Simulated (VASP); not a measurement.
Here is a VASP 6.6.1 calculation.

The input INCAR:

```
PREC = Accurate
ENCUT = 500
EDIFF = 1E-7
ISMEAR = 0
SIGMA = 0.1
LREAL = F
LASPH = T
NELM = 120
ALGO = Normal
ISIF = 3
LWAVE = F
LCHARG = F
GGA = PE
IBRION = 2
NSW = 90
EDIFFG = -0.04
GGA_COMPAT = F
NELMIN = 4
```

File KPOINTS:

```
Automatic mesh
0
Gamma
  6 6 6
```

File POSCAR:

```
Sn
1.0
    3.5443363559      0.0000000000      0.0000000000
   -1.7721681779      3.0694853237      0.0000000000
    0.0000000000      0.0000000000      3.3117392825
Sn
1
Direct
    0.0000000000      0.0000000000      0.0000000000
```

Potentials or basis: VASP PAW PBE potentials, release 64 (Sn_d).

Command:

```console
$ cat potpaw_PBE.64/Sn_d/POTCAR > POTCAR
$ mpirun -np 1 vasp_std > vasp.out
```

Problem. What does it give for the space group after relaxing (to 0.1 Å)?

Solution. P6/mmm (No. 191).

Problem. Predict the band gap on the k mesh.

Solution. Zero (bands 7 and 8 overlap by 6.80 eV).

Step by step:
| step | energy change (eV) | largest force (eV/Å) | pressure (GPa) | volume (Å³) |
| --- | --- | --- | --- | --- |
| 1 | 0.0000 | 0.0000 | -6.58 | 36.03 |
| 2 | -0.2146 | 0.0000 | -0.02 | 28.82 |
| 3 | -0.2148 | 0.0000 | -0.29 | 28.97 |
| 4 | -0.2160 | 0.0000 | 0.02 | 28.68 |
| 5 | -0.2161 | 0.0000 | -0.06 | 28.75 |

Caveat: the volume moved by over 15 % at a fixed basis, so the end points are rough; spin-orbit coupling is left out, which moves the levels of the heavy elements.
